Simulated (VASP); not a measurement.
# Mo (Im-3m) in VASP: notebook, part 2 of 2

VASP 6.6.1. Earlier steps stand in the parts before.

### 3 Single point, RPBE

Input file INCAR:

```
SYSTEM = Mo
ALGO = Normal ; EDIFF = 1E-6
ENCUT = 520 ; GGA = RP
ISIF = 2 ; ISMEAR = -1
LASPH = .TRUE. ; LCHARG = .FALSE.
LREAL = .FALSE. ; LWAVE = .FALSE.
NBANDS = 13 ; NELM = 80
PREC = Accurate ; SIGMA = 0.05
```

Input file KPOINTS:

```
k-points
0
G
  7 7 7
  0 0 0
```

Input file POSCAR:

```
Mo
1.0
   -1.5838089719      1.5838089719      1.5838089719
    1.5838089719     -1.5838089719      1.5838089719
    1.5838089719      1.5838089719     -1.5838089719
Mo
1
Direct
    0.0000000000      0.0000000000      0.0000000000
```

Potentials or basis: VASP PAW PBE potentials, release 64 (Mo_sv).

On the command line:

```bash
$ cat potpaw_PBE.64/Mo_sv/POTCAR > POTCAR
$ mpirun -np 1 vasp_std > vasp.out
```

OUTCAR:

```text
SYSTEM = Mo
   EDIFF = 1E-6
   ENCUT = 520
   GGA = RP
   ISIF = 2
   ISMEAR = -1
   LASPH = .TRUE.
   LREAL = .FALSE.
   NELM = 80
   PREC = Accurate

 ion  position               nearest neighbor table
   1  0.000  0.000  0.000-

  LATTYP: Found a body centered cubic cell.
 ALAT       =     3.1676179438

  Lattice vectors:

 A1 = (  -1.5838089719,   1.5838089719,   1.5838089719)
 A2 = (   1.5838089719,  -1.5838089719,   1.5838089719)
[... 491 lines left out ...]
     11      22.8887      0.00000
     12      22.8887      0.00000
     13      31.5038      0.00000

------------------------ aborting loop because EDIFF is reached ----------------------------------------

  FORCE on cell =-STRESS in cart. coord.  units (eV):
  Direction    XX          YY          ZZ          XY          YZ          ZX
  --------------------------------------------------------------------------------------
  -------------------------------------------------------------------------------------
  Total        0.2891964      0.2891964      0.2891964     -0.0000000     -0.0000000      0.0000000
  in kB       29.1564810     29.1564810     29.1564810     -0.0000000     -0.0000000      0.0000000
  external PRESSURE =      29.1564810 kB  Pullay stress =       0.0000000 kB

 VOLUME and BASIS-vectors are now :
 -----------------------------------------------------------------------------
  energy-cutoff  :      520.00
  volume of cell :       15.89
      direct lattice vectors                 reciprocal lattice vectors
    -1.583808972  1.583808972  1.583808972     0.000000000  0.315694638  0.315694638
     1.583808972 -1.583808972  1.583808972     0.315694638  0.000000000  0.315694638
     1.583808972  1.583808972 -1.583808972     0.315694638  0.315694638  0.000000000

 POSITION                                       TOTAL-FORCE (eV/Angst)
 -----------------------------------------------------------------------------------
      0.00000      0.00000      0.00000        -0.000000      0.000000      0.000000
 -----------------------------------------------------------------------------------
    total drift:                                0.000000     -0.000000      0.000000

  FREE ENERGIE OF THE ION-ELECTRON SYSTEM (eV)
  ---------------------------------------------------
  free  energy   TOTEN  =       -10.3286842102 eV

  energy  without entropy=      -10.3164047278  energy(sigma->0) =      -10.32254447
```

OSZICAR:

```text
N       E                     dE             d eps       ncg     rms          rms(c)
DAV:   1     0.993739473601E+02    0.99374E+02   -0.80315E+03   520   0.111E+03
DAV:   2    -0.973988516375E+01   -0.10911E+03   -0.10555E+03   610   0.321E+02
DAV:   3    -0.109425778517E+02   -0.12027E+01   -0.11996E+01   595   0.339E+01
DAV:   4    -0.109454025474E+02   -0.28247E-02   -0.28247E-02   570   0.199E+00
DAV:   5    -0.109454229813E+02   -0.20434E-04   -0.20435E-04   580   0.146E-01    0.137E+01
DAV:   6    -0.104075766516E+02    0.53785E+00   -0.68769E-01   535   0.102E+01    0.377E+00
DAV:   7    -0.103310929704E+02    0.76484E-01   -0.15337E-01   555   0.462E+00    0.971E-01
DAV:   8    -0.103285545333E+02    0.25384E-02   -0.44292E-03   545   0.851E-01    0.190E-01
DAV:   9    -0.103286686284E+02   -0.11410E-03   -0.14089E-04   580   0.152E-01    0.777E-02
DAV:  10    -0.103286838843E+02   -0.15256E-04   -0.20894E-05   555   0.547E-02    0.824E-03
DAV:  11    -0.103286842102E+02   -0.32589E-06   -0.15913E-07   295   0.429E-03
   1 F= -.10328684E+02 E0= -.10322544E+02  d E =-.122795E-01
```

It took 6.7 s on 1 thread of AMD EPYC 7R13, shared host; peak memory 0.09 GiB.

What came out:

* Free energy: -10.3287 eV
* Pressure: 2.9 GPa
* Band gap on the k mesh: zero (band 7 reaches 15.22 eV, above the bottom of band 8 at 11.07 eV)

Levels at points of the mesh, in eV from the Fermi level:
```tsv
k point	band 3	band 4	band 5	band 6	band 7	band 8	band 9	band 10	band 11	band 12
(0.00, 0.00, 0.00)	-34.57	-34.57	-7.14	-1.31	-1.31	-1.31	1.66	1.66	14.83	14.83
```

Caveat: the k points lie up to 0.40 Å⁻¹ apart; the PAW data sets were made with another functional, which shifts forces and pressure a little.

### 4 Single point, revPBE

Input file INCAR:

```
SYSTEM = Mo
PREC = Accurate ; ENCUT = 520
EDIFF = 1E-7 ; ISMEAR = -1
SIGMA = 0.05 ; LREAL = .False.
LASPH = .True. ; NELM = 100
ALGO = Fast ; ISIF = 2
LWAVE = .False. ; LCHARG = .False.
GGA = RE ; NBANDS = 13
```

Input file KPOINTS:

```
regular mesh
0
Gamma
  7 7 7
  0 0 0
```

POSCAR is that of step 3.

On the command line:

```bash
$ cat potpaw_PBE.64/Mo_sv/POTCAR > POTCAR
$ mpirun -np 1 vasp_std > vasp.out
```

Run time: 8.4 s. Hardware: 1 thread of AMD EPYC 7R13, shared host; peak memory 0.09 GiB.

Results (log left out):

```
Free energy            : -10.4514 eV
Pressure               : 1.9 GPa
Band gap on the k mesh : zero (band 7 reaches 15.21 eV, above the bottom of band 8 at 11.05 eV)
```

Levels at points of the mesh, in eV from the Fermi level:
```
           k point  band 4  band 5  band 6  band 7  band 8  band 9  band 10  band 11
(0.00, 0.00, 0.00)  -34.57   -7.14   -1.31   -1.31   -1.31    1.66     1.66    14.83
```

Caveat: the k points lie up to 0.40 Å⁻¹ apart; the PAW data sets were made with another functional, which shifts forces and pressure a little.

### 5 Single point, BLYP

Input file INCAR:

```
PREC     = Accurate       # precision mode
ENCUT    = 520            # plane-wave cutoff, eV
EDIFF    = 1E-6           # SCF threshold, eV
ISMEAR   = -1             # smearing method
SIGMA    = 0.05           # smearing width, eV
LREAL    = False          # projectors in reciprocal space
LASPH    = True           # aspherical terms in the spheres
NELM     = 60             # most SCF steps
ALGO     = Normal         # electronic algorithm
ISIF     = 2              # what is computed and relaxed
LWAVE    = False          # write WAVECAR
LCHARG   = False          # write CHGCAR
GGA      = B5             # functional
ALDAX    = 1.0          
AGGAX    = 1.0          
AGGAC    = 1.0          
ALDAC    = 0.0          
NBANDS   = 13             # bands
```

Input file KPOINTS:

```
regular mesh
0
Gamma
  7 7 7
```

POSCAR is that of step 4.

On the command line:

```bash
$ cat potpaw_PBE.64/Mo_sv/POTCAR > POTCAR
$ mpirun -np 1 vasp_std > vasp.out
```

Wall time 12 s (1 thread of AMD EPYC 7R13, shared host); peak memory 0.09 GiB.

Results (log left out):

```
Free energy            : -9.4461 eV
Pressure               : 9.6 GPa
Band gap on the k mesh : zero (band 7 reaches 15.66 eV, above the bottom of band 8 at 11.48 eV)
```

Levels at points of the mesh, in eV from the Fermi level:
```tsv
k point	band 5	band 6	band 7	band 8	band 9	band 10
(0.00, 0.00, 0.00)	-6.95	-1.36	-1.36	-1.36	1.63	1.63
```

Caveat: the k points lie up to 0.40 Å⁻¹ apart; the PAW data sets were made with another functional, which shifts forces and pressure a little.

### 6 Single point, r2SCAN

POSCAR is that of step 5.

Input file INCAR.step1:

```
PREC     = Accurate       # precision mode
ENCUT    = 520            # plane-wave cutoff, eV
ISMEAR   = -1             # smearing method
SIGMA    = 0.05           # smearing width, eV
LREAL    = False          # projectors in reciprocal space
LASPH    = True           # aspherical terms in the spheres
NELM     = 60             # most SCF steps
NBANDS   = 13             # bands
GGA      = PE             # functional
ALGO     = Normal         # electronic algorithm
EDIFF    = 1E-4           # SCF threshold, eV
LWAVE    = True           # write WAVECAR
LCHARG   = False          # write CHGCAR
```

Input file INCAR.step2:

```
PREC     = Accurate       # precision mode
ENCUT    = 520            # plane-wave cutoff, eV
EDIFF    = 1E-6           # SCF threshold, eV
ISMEAR   = -1             # smearing method
SIGMA    = 0.05           # smearing width, eV
LREAL    = False          # projectors in reciprocal space
LASPH    = True           # aspherical terms in the spheres
NELM     = 60             # most SCF steps
ALGO     = Normal         # electronic algorithm
ISIF     = 2              # what is computed and relaxed
LWAVE    = False          # write WAVECAR
LCHARG   = False          # write CHGCAR
METAGGA  = R2SCAN         # meta-GGA
LMIXTAU  = True         
NBANDS   = 13             # bands
ISTART   = 1
```

KPOINTS is that of step 5.

Potentials or basis: VASP PAW PBE potentials, release 64 (Mo_sv).

On the command line:

```bash
$ cat potpaw_PBE.64/Mo_sv/POTCAR > POTCAR
$ cp INCAR.step1 INCAR
$ mpirun -np 1 vasp_std > vasp.out
$ cp INCAR.step2 INCAR
$ mpirun -np 1 vasp_std > vasp.out
```

It took 27 s on 1 thread of AMD EPYC 7R13, shared host; peak memory 0.1 GiB.

Results (log left out):

* Free energy: -26.0411 eV
* Pressure: -2.6 GPa
* Band gap on the k mesh: zero (band 7 reaches 15.23 eV, above the bottom of band 8 at 10.90 eV)

Levels at points of the mesh, in eV from the Fermi level:
```csv
k point,band 3,band 4,band 5,band 6,band 7,band 8,band 9,band 10,band 11,band 12
"(0.00, 0.00, 0.00)",-35.71,-35.71,-7.59,-1.37,-1.37,-1.37,1.90,1.90,15.49,15.49
```

Caveat: the k points lie up to 0.40 Å⁻¹ apart; the PAW data sets were made with another functional, which shifts forces and pressure a little.

### 7 Overview

| level | gap on the mesh (eV) | pressure (GPa) |
| --- | --- | --- |
| PBEsol | none | -8.3 |
| RPBE | none | 2.9 |
| revPBE | none | 1.9 |
| BLYP | none | 9.6 |
| r2SCAN | none | -2.6 |

Alike in all rows: task single point; potentials or basis VASP PAW PBE potentials, release 64 (Mo_sv); no spin polarisation; cell as given; k mesh 7 × 7 × 7; cutoff (eV) 520; smearing fermi-dirac 0.05 eV.

Caveats: all runs use coarse meshes; the PAW data sets were made with another functional, which shifts forces and pressure a little.

Total energies depend on the potentials used, so only differences within one code and one set of settings carry meaning.
